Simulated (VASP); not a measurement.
Wanted: the native input for a VASP 6.6.1 run.

* Task: single point
* Functional: r2SCAN0
* Potentials or basis: VASP PAW PBE potentials, release 64 (Te, Cd)
* Cutoff: 520 eV
* k mesh: 4 × 4 × 4
* Occupations: fermi-dirac, width 0.05 eV
* Spin: no spin polarisation
* Dipole correction: no
* Grid for exact exchange (PRECFOCK): Normal
* Further INCAR settings: ALGO = Normal; EDIFF = 1e-06; NBANDS = 16
* Share of exact exchange: 0.25

CdTe:

```
Te Cd
1.0
     0.00000    3.16168    3.16168
     3.16168    0.00000    3.16168
     3.16168    3.16168    0.00000
Te Cd
1 1
Direct
  0.75000 0.75000 0.75000
  0.00000 0.00000 0.00000
```

These files were run (other wordings do the same):

POSCAR

```
CdTe
1.0
    0.0000000000      3.1616838793      3.1616838793
    3.1616838793      0.0000000000      3.1616838793
    3.1616838793      3.1616838793      0.0000000000
Te Cd
1 1
Direct
    0.7500000000      0.7500000000      0.7500000000
    0.0000000000      0.0000000000      0.0000000000
```

INCAR.step1

```
PREC     = Accurate       # precision mode
ENCUT    = 520            # plane-wave cutoff, eV
EDIFF    = 1E-5           # SCF threshold, eV
ISMEAR   = -1             # smearing method
SIGMA    = 0.05           # smearing width, eV
LREAL    = F              # projectors in reciprocal space
LASPH    = T              # aspherical terms in the spheres
NELM     = 80             # most SCF steps
ALGO     = Normal         # electronic algorithm
ISIF     = 2              # what is computed and relaxed
LWAVE    = T              # write WAVECAR
LCHARG   = F              # write CHGCAR
GGA      = PE             # functional
NBANDS   = 16             # bands
```

INCAR.step2

```
PREC     = Accurate       # precision mode
ENCUT    = 520            # plane-wave cutoff, eV
EDIFF    = 1E-6           # SCF threshold, eV
ISMEAR   = -1             # smearing method
SIGMA    = 0.05           # smearing width, eV
LREAL    = F              # projectors in reciprocal space
LASPH    = T              # aspherical terms in the spheres
NELM     = 80             # most SCF steps
ALGO     = Normal         # electronic algorithm
ISIF     = 2              # what is computed and relaxed
LWAVE    = F              # write WAVECAR
LCHARG   = F              # write CHGCAR
METAGGA  = R2SCAN         # meta-GGA
LHFCALC  = T              # exact exchange
AEXX     = 0.25           # exact-exchange fraction
LMIXTAU  = T            
PRECFOCK = Normal       
ISTART   = 1            
NBANDS   = 16             # bands
```

KPOINTS

```
Automatic mesh
0
Gamma
  4 4 4
```

Potentials or basis: VASP PAW PBE potentials, release 64 (Te, Cd).

The run is started by

```console
$ cat potpaw_PBE.64/Te/POTCAR potpaw_PBE.64/Cd/POTCAR > POTCAR
$ cp INCAR.step1 INCAR
$ mpirun -np 1 vasp_std > vasp.out
$ cp INCAR.step2 INCAR
$ mpirun -np 1 vasp_std > vasp.out
```

It gave:

```
Pressure               : 5.3 GPa
Band gap on the k mesh : 2.82 eV
```

Caveat: the k points lie up to 0.43 Å⁻¹ apart; the PAW data sets were made with another functional, which shifts forces and pressure a little; spin-orbit coupling is left out, which moves the levels of the heavy elements.

Run time: 18 min on 1 thread of Intel Xeon 8259CL, with other jobs on the host, peak memory 0.22 GiB.
